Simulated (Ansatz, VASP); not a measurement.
**One calculation of Ga2O3, two programs**

File INCAR:

```
PREC = Accurate ; ENCUT = 520
EDIFF = 1E-6 ; ISMEAR = -1
SIGMA = 0.05 ; LREAL = False
LASPH = True ; NELM = 60
ALGO = Normal ; ISIF = 2
LWAVE = False ; LCHARG = True
GGA = PE ; LELF = True
LVHAR = True ; NBANDS = 55
```

KPOINTS

```
Automatic mesh
0
Gamma
  4 4 4
```

File POSCAR:

```
Ga2O3
1.0
    2.5879344300      1.4654706900      4.3651750000
   -2.3591855900      1.5418598700      4.2133677300
    0.1805294000     -3.3803639000      4.4090976800
Ga O
4 6
Direct
    0.3249716100      0.3703114500      0.3519828200
    0.1472539800      0.1444032200      0.1397379000
    0.6408440500      0.6581364900      0.6333663000
    0.8465612600      0.8593385000      0.8563770900
    0.5572311100      0.9595837400      0.2478168800
    0.2492532400      0.5542121100      0.9476260700
    0.9584709700      0.2475453700      0.5499700200
    0.4495668700      0.0408968600      0.7539059100
    0.7462856700      0.4362255500      0.0805447400
    0.0795612400      0.7293467100      0.4386722800
```

Contents of input.yaml:

```yaml
crystal:
  lattice:
    - [2.58793443, 1.46547069, 4.365175]
    - [-2.35918559, 1.54185987, 4.21336773]
    - [0.1805294, -3.3803639, 4.40909768]
  atoms:
    - { symbol: Ga, position: [0.32497161, 0.37031145, 0.35198282] }
    - { symbol: Ga, position: [0.14725398, 0.14440322, 0.1397379] }
    - { symbol: Ga, position: [0.64084405, 0.65813649, 0.6333663] }
    - { symbol: Ga, position: [0.84656126, 0.8593385, 0.85637709] }
    - { symbol: O, position: [0.55723111, 0.95958374, 0.24781688] }
    - { symbol: O, position: [0.24925324, 0.55421211, 0.94762607] }
    - { symbol: O, position: [0.95847097, 0.24754537, 0.54997002] }
    - { symbol: O, position: [0.44956687, 0.04089686, 0.75390591] }
    - { symbol: O, position: [0.74628567, 0.43622555, 0.08054474] }
    - { symbol: O, position: [0.07956124, 0.72934671, 0.43867228] }
hamiltonian:
  xc: pbe
  pseudopotentials: { kind: paw }
kpoints:
  mp_grid: { grid: [4, 4, 4] }
scf:
  occupations: { method: fermi_dirac, width: 0.05 }
output:
  forces: true
  stress: true
  eigenvalues: true
  write_density: true
  write_potential: true
  elf: true
  volumetric_format: npy
```

Alike in both runs: task single point; functional PBE; k mesh 4 × 4 × 4; occupations fermi-dirac, width 0.05 eV; no spin polarisation.

|  | VASP | Ansatz |
| --- | --- | --- |
| version | VASP 6.6.1 | Ansatz 0.2.0 |
| potentials or method | VASP PAW PBE potentials, release 64 (Ga_d, O) | Ansatz PAW |
| plane-wave cutoff (eV) | 520 | 420 |
| valence electrons in the cell | 88 | 88 |

```tsv
	VASP	Ansatz	Ansatz less VASP
gap on the k mesh at the Fermi level (eV)	1.48	1.49	+0.013
least direct gap on the mesh (eV)	1.48	1.50	+0.015
pressure (GPa)	0.0	-0.6	-0.63
traceless stress, the component that is largest in VASP (GPa)	-20.52	-20.50	+0.015
rms of the force components (eV/Å)	1.339	1.351	+0.0117
```

Atom by atom the forces differ by 0.027 eV/Å (rms over components).
